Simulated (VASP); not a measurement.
A run of VASP 6.6.1 is set up as follows.

File INCAR:

```
SYSTEM = Ge
  ALGO = Normal
  EDIFF = 1E-6
  ENCUT = 500
  GGA_COMPAT = .False.
  ISIF = 2
  ISMEAR = 0
  LASPH = .True.
  LCHARG = .False.
  LREAL = .False.
  LWAVE = .False.
  NBANDS = 96
  NELM = 120
  PREC = Accurate
  SIGMA = 0.1
```

File KPOINTS:

```
k-points
0
Gamma
  4 4 4
  0 0 0
```

File POSCAR:

```
Ge
1.0
    5.9372086600      0.0000000000      0.0000000000
    0.0000000000      5.9372086600      0.0000000000
    0.0000000000      0.0000000000      7.0806530000
Ge
12
Direct
    0.0856035700      0.0856035700      0.0000000000
    0.4143964300      0.5856035700      0.7500000000
    0.5856035700      0.4143964300      0.2500000000
    0.9143964300      0.9143964300      0.5000000000
    0.1694391000      0.3720959400      0.2454362400
    0.1279040600      0.6694391000      0.9954362400
    0.8720959400      0.3305609000      0.4954362400
    0.6694391000      0.1279040600      0.0045637600
    0.3305609000      0.8720959400      0.5045637600
    0.8305609000      0.6279040600      0.7454362400
    0.3720959400      0.1694391000      0.7545637600
    0.6279040600      0.8305609000      0.2545637600
```

Potentials or basis: VASP PAW LDA potentials, release 64 (Ge_d).

Launch:

```sh
$ cat potpaw_LDA.64/Ge_d/POTCAR > POTCAR
$ mpirun -np 1 vasp_std > vasp.out
```

(1) What does it give for the largest force?

(2) Estimate the pressure.

Results:

(1) 0.047 eV/Å.

(2) -2.2 GPa.
